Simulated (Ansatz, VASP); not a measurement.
# GaN in VASP and in Ansatz

INCAR

```
ALGO = Normal
EDIFF = 1E-7
ENCUT = 520
GGA = PS
ISIF = 2
ISMEAR = 0
LASPH = True
LCHARG = False
LREAL = False
LWAVE = False
NBANDS = 16
NELM = 80
PREC = Accurate
SIGMA = 0.03
```

KPOINTS

```
k-points
0
Gamma
  14 14 14
```

POSCAR

```
GaN
1.0
    0.0000000000      2.1672635250      2.1352350000
    2.1352350000      0.0000000000      2.1352350000
    2.1352350000      2.1672635250      0.0000000000
Ga N
1 1
Direct
    0.0000000000      0.0000000000      0.0000000000
    0.5000000000      0.5000000000      0.5000000000
```

Input for Ansatz:

```yaml
crystal:
  lattice:
    - [0.0, 2.167263525, 2.135235]
    - [2.135235, 0.0, 2.135235]
    - [2.135235, 2.167263525, 0.0]
  atoms:
    - { symbol: Ga, position: [0.0, 0.0, 0.0] }
    - { symbol: "N", position: [0.5, 0.5, 0.5] }
basis:
  ecutwfc: 420
kpoints:
  mp_grid: { grid: [14, 14, 14] }
hamiltonian:
  xc: pbesol
scf:
  occupations: { method: gaussian, width: 0.03 }
output:
  forces: true
  stress: true
  eigenvalues: true
```

Change from the starting cell: strain +0.0150 x Voigt [0, 1, 0, 0, 0, 0], atoms carried along.

Alike in both runs: task single point; functional PBEsol; k mesh 14 × 14 × 14; occupations gaussian, width 0.03 eV; no spin polarisation.

|  | VASP | Ansatz |
| --- | --- | --- |
| version | VASP 6.6.1 | Ansatz 0.2.0 |
| potentials or method | VASP PAW PBE potentials, release 64 (Ga_d, N), cutoff 520 eV | scalar-relativistic, plane waves, PAW |
| valence electrons in the cell | 18 | 18 |

|  | VASP | Ansatz | Ansatz less VASP |
| --- | --- | --- | --- |
| gap on the k mesh at the Fermi level (eV) | 0.17 | 0.18 | +0.008 |
| least direct gap on the mesh (eV) | 2.11 | 2.10 | -0.011 |
| pressure (GPa) | -10.0 | -10.4 | -0.44 |
| traceless stress, the component that is largest in VASP (GPa) | -1.25 | -1.26 | -0.010 |

VASP's potentials were made for PBE, not for PBEsol. The functional is the same, so the differences come from potentials, cutoffs and numerics.
